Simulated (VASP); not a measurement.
# YS (Fm-3m) in VASP: further runs, part 2 of 2

VASP 6.6.1. The steps go on from the part before.

## (4) Electric field gradients, LDA (20.45 Å³/atom)

This run uses another cell than the first one, of 20.45 Å³/atom.

INCAR

```
SYSTEM = YS
  PREC = Accurate
  ENCUT = 520
  EDIFF = 1E-8
  ISMEAR = -1
  SIGMA = 0.01
  LREAL = .False.
  LASPH = .True.
  NELM = 100
  ALGO = Normal
  ISIF = 2
  LWAVE = .False.
  LCHARG = .False.
  GGA = CA
  LEFG = .True.
  NBANDS = 16
```

KPOINTS

```
Automatic mesh
0
Gamma
  8 8 8
  0 0 0
```

POSCAR

```
YS
1.0
    0.0000000000      2.7344738445      2.7344738445
    2.7344738445      0.0000000000      2.7344738445
    2.7344738445      2.7344738445      0.0000000000
Y S
1 1
Direct
    0.5000000000      0.5000000000      0.5000000000
    0.0000000000      0.0000000000      0.0000000000
```

Potentials or basis: VASP PAW LDA potentials, release 64 (Y_sv, S).

Launch:

```bash
$ cat potpaw_LDA.64/Y_sv/POTCAR potpaw_LDA.64/S/POTCAR > POTCAR
$ mpirun -np 1 vasp_std > vasp.out
```

OUTCAR:

```text
SYSTEM = YS
   PREC = Accurate
   ENCUT = 520
   EDIFF = 1E-8
   ISMEAR = -1
   LREAL = .False.
   LASPH = .True.
   NELM = 100
   ISIF = 2
   GGA = CA

 ion  position               nearest neighbor table
   1  0.500  0.500  0.500-   2 2.73   2 2.73   2 2.73   2 2.73   2 2.73   2 2.73
   2  0.000  0.000  0.000-   1 2.73   1 2.73   1 2.73   1 2.73   1 2.73   1 2.73

  LATTYP: Found a face centered cubic cell.
 ALAT       =     5.4689476890

  Lattice vectors:

 A1 = (   0.0000000000,   2.7344738445,   2.7344738445)
 A2 = (   2.7344738445,   0.0000000000,   2.7344738445)
 A3 = (   2.7344738445,   2.7344738445,   0.0000000000)

Analysis of symmetry for initial positions (statically):
=====================================================================
 Subroutine PRICEL returns:
 Original cell was already a primitive cell.

 Routine SETGRP: Setting up the symmetry group for a
 face centered cubic supercell.

 Subroutine GETGRP returns: Found 48 space group operations
 (whereof 48 operations were pure point group operations)
 out of a pool of 48 trial point group operations.

The static configuration has the point symmetry O_h .

Analysis of symmetry for dynamics (positions and initial velocities):
=====================================================================
 Subroutine PRICEL returns:
 Original cell was already a primitive cell.

 Routine SETGRP: Setting up the symmetry group for a
 face centered cubic supercell.

 Subroutine GETGRP returns: Found 48 space group operations
 (whereof 48 operations were pure point group operations)
 out of a pool of 48 trial point group operations.

The dynamic configuration has the point symmetry O_h .

[... 151 lines left out ...]
 Fermi energy:         6.7301067982

 k-point     1 :       0.0000    0.0000    0.0000
  band No.  band energies     occupation
      1     -36.3294      2.00000
      2     -16.3899      2.00000
      3     -16.3899      2.00000
      4     -16.3899      2.00000
      5      -8.2941      2.00000
      6       3.3993      2.00000
[... 433 lines left out ...]
      3     -16.5275      2.00000
      4     -16.4617      2.00000
      5      -7.1447      2.00000
      6       0.2737      2.00000
[... 8 lines left out ...]
     15      14.2936      0.00000
     16      14.5236      0.00000

 [... further k-points ...]
[... 5 lines left out ...]
  --------------------------------------------------------------------------------------
  -------------------------------------------------------------------------------------
  Total       -0.7146464     -0.7146464     -0.7146464      0.0000000     -0.0000000      0.0000000
  in kB      -27.9995146    -27.9995146    -27.9995146      0.0000000     -0.0000000      0.0000000
  external PRESSURE =     -27.9995146 kB  Pullay stress =       0.0000000 kB

 VOLUME and BASIS-vectors are now :
 -----------------------------------------------------------------------------
  energy-cutoff  :      520.00
  volume of cell :       40.89
      direct lattice vectors                 reciprocal lattice vectors
     0.000000000  2.734473845  2.734473845    -0.182850533  0.182850533  0.182850533
     2.734473845  0.000000000  2.734473845     0.182850533 -0.182850533  0.182850533
     2.734473845  2.734473845  0.000000000     0.182850533  0.182850533 -0.182850533

 POSITION                                       TOTAL-FORCE (eV/Angst)
 -----------------------------------------------------------------------------------
      2.73447      2.73447      2.73447         0.000000      0.000000      0.000000
      0.00000      0.00000      0.00000        -0.000000     -0.000000     -0.000000
 -----------------------------------------------------------------------------------
    total drift:                                0.000000     -0.000000      0.000000

  FREE ENERGIE OF THE ION-ELECTRON SYSTEM (eV)
  ---------------------------------------------------
  free  energy   TOTEN  =       -16.0248115730 eV

  energy  without entropy=      -16.0241561478  energy(sigma->0) =      -16.02448386

 Electric field gradients (V/A^2)
---------------------------------------------------------------------
 ion       V_xx      V_yy      V_zz      V_xy      V_xz      V_yz
---------------------------------------------------------------------
   1       0.000    -0.000    -0.000    -0.000    -0.000    -0.000
   2      -0.000     0.000     0.000    -0.000    -0.000    -0.000
---------------------------------------------------------------------

 Electric field gradients after diagonalization (V/A^2)
 (convention: |V_zz| > |V_xx| > |V_yy|)
----------------------------------------------------------------------
 ion       V_xx      V_yy      V_zz     asymmetry (V_yy - V_xx)/ V_zz
----------------------------------------------------------------------
   1       0.000     0.000    -0.000       0.000
   2       0.000     0.000    -0.000       0.000
----------------------------------------------------------------------

           NMR quadrupolar parameters

 Cq : quadrupolar parameter    Cq=e*Q*V_zz/h
 eta: asymmetry parameters     (V_yy - V_xx)/ V_zz
 Q  : nuclear electric quadrupole moment in mb (millibarn)
----------------------------------------------------------------------
 ion       Cq(MHz)       eta       Q (mb)
----------------------------------------------------------------------
   1      -0.000       0.000       1.000
   2      -0.000       0.000       1.000
----------------------------------------------------------------------
```

stdout:

```text
POSCAR found type information on POSCAR Y S
 POSCAR found :  2 types and       2 ions
 scaLAPACK will be used
 LDA part: xc-table for (Slater(with rela. corr.)+CA(PZ))
 , standard interpolation
 POSCAR, INCAR and KPOINTS ok, starting setup
 FFT: planning ... GRIDC
 FFT: planning ... GRID_SOFT
 FFT: planning ... GRID
 WAVECAR not read
 entering main loop
ion   1

ion   2
```

Run time: 33 s. Hardware: 1 thread of Intel Xeon 8259CL, shared host; peak memory 0.17 GiB.

Results:

```
Free energy                             : -16.0248 eV
Pressure                                : -2.8 GPa
Band gap on the k mesh                  : zero (an odd number of electrons rules out a gap without spin polarisation)
Largest electric field gradient by atom : zero within the noise of the run
```

## (5) Electric field gradients, LDA (21.07 Å³/atom)

This run uses another cell than the first one, of 21.07 Å³/atom.

INCAR

```
ALGO = Normal
EDIFF = 1E-8
ENCUT = 520
ISIF = 2
ISMEAR = -1
LASPH = True
LCHARG = False
LEFG = True
LREAL = False
LWAVE = False
NBANDS = 16
NELM = 80
PREC = Accurate
SIGMA = 0.01
```

KPOINTS

```
k-points
0
Gamma
  8 8 8
```

POSCAR

```
YS
1.0
    0.0000000000      2.7618203971      2.7618203971
    2.7618203971      0.0000000000      2.7618203971
    2.7618203971      2.7618203971      0.0000000000
Y S
1 1
Direct
    0.5000000000      0.5000000000      0.5000000000
    0.0000000000      0.0000000000      0.0000000000
```

Potentials or basis: VASP PAW LDA potentials, release 64 (Y_sv, S).

Launch:

```bash
$ cat potpaw_LDA.64/Y_sv/POTCAR potpaw_LDA.64/S/POTCAR > POTCAR
$ mpirun -np 1 vasp_std > vasp.out
```

OUTCAR:

```text
EDIFF = 1E-8
   ENCUT = 520
   ISIF = 2
   ISMEAR = -1
   LASPH = True
   LREAL = False
   NELM = 80
   PREC = Accurate

 ion  position               nearest neighbor table
   1  0.500  0.500  0.500-   2 2.76   2 2.76   2 2.76   2 2.76   2 2.76   2 2.76
   2  0.000  0.000  0.000-   1 2.76   1 2.76   1 2.76   1 2.76   1 2.76   1 2.76

  LATTYP: Found a face centered cubic cell.
 ALAT       =     5.5236407942

  Lattice vectors:

 A1 = (   0.0000000000,   2.7618203971,   2.7618203971)
 A2 = (   2.7618203971,   0.0000000000,   2.7618203971)
 A3 = (   2.7618203971,   2.7618203971,   0.0000000000)

Analysis of symmetry for initial positions (statically):
=====================================================================
 Subroutine PRICEL returns:
 Original cell was already a primitive cell.

 Routine SETGRP: Setting up the symmetry group for a
 face centered cubic supercell.

 Subroutine GETGRP returns: Found 48 space group operations
 (whereof 48 operations were pure point group operations)
 out of a pool of 48 trial point group operations.

The static configuration has the point symmetry O_h .

Analysis of symmetry for dynamics (positions and initial velocities):
=====================================================================
 Subroutine PRICEL returns:
 Original cell was already a primitive cell.

 Routine SETGRP: Setting up the symmetry group for a
 face centered cubic supercell.

 Subroutine GETGRP returns: Found 48 space group operations
 (whereof 48 operations were pure point group operations)
 out of a pool of 48 trial point group operations.

The dynamic configuration has the point symmetry O_h .

 Subroutine INISYM returns: Found 48 space group operations
 (whereof 48 operations are pure point group operations),
 and found     1 'primitive' translations

----------------------------------------------------------------------------------------

                                     Primitive cell

  volume of cell :      42.1324

  direct lattice vectors                    reciprocal lattice vectors
     0.000000000  2.761820397  2.761820397    -0.181040013  0.181040013  0.181040013
     2.761820397  0.000000000  2.761820397     0.181040013 -0.181040013  0.181040013
     2.761820397  2.761820397  0.000000000     0.181040013  0.181040013 -0.181040013

  length of vectors
     3.905803862  3.905803862  3.905803862     0.313570500  0.313570500  0.313570500

  position of ions in fractional coordinates (direct lattice)
     0.500000000  0.500000000  0.500000000
     0.000000000  0.000000000  0.000000000

  ion indices of the primitive-cell ions
   primitive index   ion index
                 1           1
                 2           2

----------------------------------------------------------------------------------------

 KPOINTS: k-points

Automatic generation of k-mesh.
 Grid dimensions read from file:
 generate k-points for:    8    8    8

 Generating k-lattice:

  Cartesian coordinates                     Fractional coordinates (reciprocal lattice)
[... 64 lines left out ...]
   IBRION =     -1    ionic relax: 0-MD 1-quasi-New 2-CG
   NFREE  =      0    steps in history (QN), initial steepest desc. (CG)
   ISIF   =      2    stress and relaxation
   ISYM   =      2    0-nonsym 1-usesym 2-fastsym
   POTIM  = 0.5000    time-step for ionic-motion
   TEBEG  =    0.0;   TEEND  =   0.0 temperature during run
   PSTRESS=    0.0 pullay stress
   NELECT =      17.0000    total number of electrons
   NUPDOWN=      -1.0000    fix difference up-down
   EMIN   =  10.00;   EMAX   =-10.00  energy-range for DOS
   EFERMI =   0.00;   METHOD = LEGACY
   ISMEAR =    -1;   SIGMA  =   0.01  broadening in eV -4-tet -1-fermi 0-gaus
   EFERMI_NEDOS =   21; number of points for ismear=-14 and -15
   IALGO  =     38    algorithm
   IMIX   =      4    mixing-type and parameters
     AMIX     =   0.40;   BMIX     =  1.00
     AMIX_MAG =   1.60;   BMIX_MAG =  1.00
  volume/ion in A,a.u.               =      21.07       142.16
  Fermi-wavevector in a.u.,A,eV,Ry     =   1.209722  2.286044 19.911149  1.463428
  Thomas-Fermi vector in A             =   2.345291
   LORBIT       =      0    0 simple, 1 ext, 2 COOP (PROOUT), +10 PAW based schemes
   GGA     = CA    functional components
   LHFCALC =     F    Hartree Fock is set to
   AEXX    =    0.0000 exact exchange contribution
   IVDW    =     0    specifies the selected vdW correction
   LEPSILON=     F    determine dielectric tensor
   LRPA    =     F    only Hartree local field effects (RPA)
 non-spin polarized calculation
  energy-cutoff  :      520.00
  volume of cell :       42.13
 maximum number of plane-waves:      1158
 NGX is ok and might be reduce to    30
   NGX = 15   NGY = 15   NGZ = 15

 number of electron      16.9999999 magnetization

 Free energy of the ion-electron system (eV)
  ---------------------------------------------------
  ext. energy  EPLUGINS =         0.00000000
  ---------------------------------------------------
  free energy    TOTEN  =       -15.99257407 eV

  energy without entropy =      -15.99191257  energy(sigma->0) =      -15.99224332

 E-fermi :   6.5070     XC(G=0): -10.6972

 val. band max:        6.4759757623   @ k =   0.1250   0.0000   0.0000
 cond. band min:       6.5132768334   @ k =   0.3750   0.1250   0.0000
 fundamental gap:      0.0373010711
 Fermi energy:         6.5069853287

 k-point     1 :       0.0000    0.0000    0.0000
  band No.  band energies     occupation
      1     -36.6603      2.00000
      2     -16.7183      2.00000
      3     -16.7183      2.00000
      4     -16.7183      2.00000
      5      -8.4274      2.00000
      6       3.1598      2.00000
[... 433 lines left out ...]
      3     -16.8406      2.00000
      4     -16.7824      2.00000
      5      -7.3544      2.00000
      6       0.1259      2.00000
[... 8 lines left out ...]
     15      13.7654      0.00000
     16      14.1207      0.00000

 [... further k-points ...]
[... 5 lines left out ...]
  --------------------------------------------------------------------------------------
  -------------------------------------------------------------------------------------
  Total       -1.4544124     -1.4544124     -1.4544124      0.0000000      0.0000000      0.0000000
  in kB      -55.3072254    -55.3072254    -55.3072254      0.0000000      0.0000000      0.0000000
  external PRESSURE =     -55.3072254 kB  Pullay stress =       0.0000000 kB

 VOLUME and BASIS-vectors are now :
 -----------------------------------------------------------------------------
  energy-cutoff  :      520.00
  volume of cell :       42.13
      direct lattice vectors                 reciprocal lattice vectors
     0.000000000  2.761820397  2.761820397    -0.181040013  0.181040013  0.181040013
     2.761820397  0.000000000  2.761820397     0.181040013 -0.181040013  0.181040013
     2.761820397  2.761820397  0.000000000     0.181040013  0.181040013 -0.181040013

 POSITION                                       TOTAL-FORCE (eV/Angst)
 -----------------------------------------------------------------------------------
      2.76182      2.76182      2.76182         0.000000      0.000000      0.000000
      0.00000      0.00000      0.00000        -0.000000     -0.000000     -0.000000
 -----------------------------------------------------------------------------------
    total drift:                                0.000000     -0.000000      0.000000

  FREE ENERGIE OF THE ION-ELECTRON SYSTEM (eV)
  ---------------------------------------------------
  free  energy   TOTEN  =       -15.9925740698 eV

  energy  without entropy=      -15.9919125694  energy(sigma->0) =      -15.99224332

 Electric field gradients (V/A^2)
---------------------------------------------------------------------
 ion       V_xx      V_yy      V_zz      V_xy      V_xz      V_yz
---------------------------------------------------------------------
   1       0.000    -0.000     0.000    -0.000    -0.000    -0.000
   2      -0.000     0.000     0.000    -0.000    -0.000    -0.000
---------------------------------------------------------------------

 Electric field gradients after diagonalization (V/A^2)
 (convention: |V_zz| > |V_xx| > |V_yy|)
----------------------------------------------------------------------
 ion       V_xx      V_yy      V_zz     asymmetry (V_yy - V_xx)/ V_zz
----------------------------------------------------------------------
   1       0.000     0.000    -0.000       0.000
   2       0.000     0.000    -0.001       0.000
----------------------------------------------------------------------

           NMR quadrupolar parameters

 Cq : quadrupolar parameter    Cq=e*Q*V_zz/h
 eta: asymmetry parameters     (V_yy - V_xx)/ V_zz
 Q  : nuclear electric quadrupole moment in mb (millibarn)
----------------------------------------------------------------------
 ion       Cq(MHz)       eta       Q (mb)
----------------------------------------------------------------------
   1      -0.000       0.000       1.000
   2      -0.000       0.000       1.000
----------------------------------------------------------------------
```

Wall time 35 s (1 thread of Intel Xeon 8259CL, shared host); peak memory 0.17 GiB.

What came out:

- Free energy: -15.9926 eV
- Pressure: -5.5 GPa
- Band gap on the k mesh: zero (an odd number of electrons rules out a gap without spin polarisation)
- Largest electric field gradient by atom: zero within the noise of the run

Caveat: the cell stands under tension.

## (6) Overview

```csv
cell,gap on the mesh (eV),pressure (GPa)
"a = 3.828 Å, angles 60.0°, 2 atoms",none,0.4
"a = 3.867 Å, angles 60.0°, 2 atoms",none,-2.8
"a = 3.906 Å, angles 60.0°, 2 atoms",none,-5.5
```

Alike in all rows: task electric field gradients; level LDA; potentials or basis VASP PAW LDA potentials, release 64 (Y_sv, S); no spin polarisation; k mesh 8 × 8 × 8; cutoff (eV) 520; smearing fermi-dirac 0.01 eV.

Caveats: the cell stands under tension (at least some runs).

Absolute energies hang on the potentials; compare differences alone.
